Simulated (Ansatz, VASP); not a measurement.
# Al5GaN6: VASP beside Ansatz

```
CELL_PARAMETERS angstrom
3.14435 0.00000 0.00000
-1.57217 2.72308 0.00000
0.00000 0.00000 15.17949
ATOMIC_POSITIONS crystal
Al 0.33333 0.66667 0.33486
Al 0.66667 0.33333 0.16975
Al 0.33333 0.66667 0.66488
Al 0.66667 0.33333 0.49986
Al 0.66667 0.33333 0.82974
N 0.33333 0.66667 0.13138
N 0.66667 0.33333 0.29582
N 0.33333 0.66667 0.46084
N 0.66667 0.33333 0.62585
N 0.33333 0.66667 0.79087
N 0.66667 0.33333 0.95573
Ga 0.33333 0.66667 0.00041
```

Alike in both runs: functional PBE; k mesh 12 × 12 × 2; occupations gaussian, width 0.02 eV; no spin polarisation.

Ansatz relaxed the structure, and its values are those at the end. VASP's run is a single point on that final structure, the one shown.

|  | VASP | Ansatz |
| --- | --- | --- |
| version | VASP 6.6.1 | Ansatz 0.2.0 |
| potentials or method | VASP PAW PBE potentials, release 64 (Al, N, Ga_d), cutoff 520 eV | scalar-relativistic, plane waves, PAW |
| valence electrons in the cell | 58 | 58 |

```csv
,VASP,Ansatz,Ansatz less VASP
gap on the k mesh at the Fermi level (eV),3.30,3.29,-0.007
least direct gap on the mesh (eV),3.30,3.29,-0.007
pressure (GPa),-0.2,0.0,+0.22
rms of the force components (eV/Å),0.005,0.002,-0.0038
```
